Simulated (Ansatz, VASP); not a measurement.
One calculation of AlNi, two programs

The input INCAR:

```
ALGO     = Normal         # electronic algorithm
EDIFF    = 1E-7           # SCF threshold, eV
ENCUT    = 520            # plane-wave cutoff, eV
GGA      = PE             # functional
ISIF     = 2              # what is computed and relaxed
ISMEAR   = -1             # smearing method
ISPIN    = 2              # spin polarisation
LASPH    = True           # aspherical terms in the spheres
LCHARG   = False          # write CHGCAR
LMAXMIX  = 4              # l up to which the mixer works
LORBIT   = 11             # projections on sites
LREAL    = False          # projectors in reciprocal space
LWAVE    = False          # write WAVECAR
MAGMOM   = 1 0            # initial moments
NBANDS   = 18             # bands
NELM     = 150            # most SCF steps
PREC     = Accurate       # precision mode
SIGMA    = 0.05           # smearing width, eV
```

Contents of KPOINTS:

```
k-points
0
Gamma
  8 8 8
```

POSCAR

```
AlNi
1.0
    2.8810000000      0.0000000000      0.0000000000
    0.0000000000      2.8810000000      0.0000000000
    0.0000000000      0.0000000000      2.8233800000
Ni Al
1 1
Direct
    0.5000000000      0.5000000000      0.5000000000
    0.0000000000      0.0000000000      0.0000000000
```

input.yaml

```yaml
crystal:
  lattice:
    - [2.881, 0.0, 0.0]
    - [0.0, 2.881, 0.0]
    - [0.0, 0.0, 2.82338]
  atoms:
    - { symbol: Ni, position: [0.5, 0.5, 0.5], spin: 1.0 }
    - { symbol: Al, position: [0.0, 0.0, 0.0] }
hamiltonian:
  xc: pbe
  pseudopotentials: { kind: paw }
magnetization:
  spin_polarized: true
kpoints:
  mp_grid: { grid: [8, 8, 8] }
scf:
  occupations: { method: fermi_dirac, width: 0.05 }
output:
  forces: true
  stress: true
  eigenvalues: true
```

Alike in both runs: task single point; functional PBE; k mesh 8 × 8 × 8; occupations fermi-dirac, width 0.05 eV; collinear spin.

|  | VASP | Ansatz |
| --- | --- | --- |
| version | VASP 6.6.1 | Ansatz 0.2.0 |
| potentials or method | VASP PAW PBE potentials, release 64 (Ni, Al) | Ansatz PAW |
| plane-wave cutoff (eV) | 520 | 420 |
| valence electrons in the cell | 13 | 21 |

VASP gave:

- gap on the k mesh at the Fermi level (eV): none
- pressure (GPa): 5.8
- traceless stress, the component that is largest in VASP (GPa): 0.70
- net moment per atom (μB): 0.00

Problem. What did Ansatz give for the same quantities?

Solution. gap on the k mesh at the Fermi level (eV): none; pressure (GPa): 5.8; traceless stress, the component that is largest in VASP (GPa): 0.66; net moment per atom (μB): 0.00.

A gap of «none» marks a metal or a gap that the smearing closes. The functional is the same, so the differences come from potentials, cutoffs and numerics. VASP's potentials hold 13 valence electrons a cell and Ansatz's 21, so a difference there can come from the potentials and not from the codes.
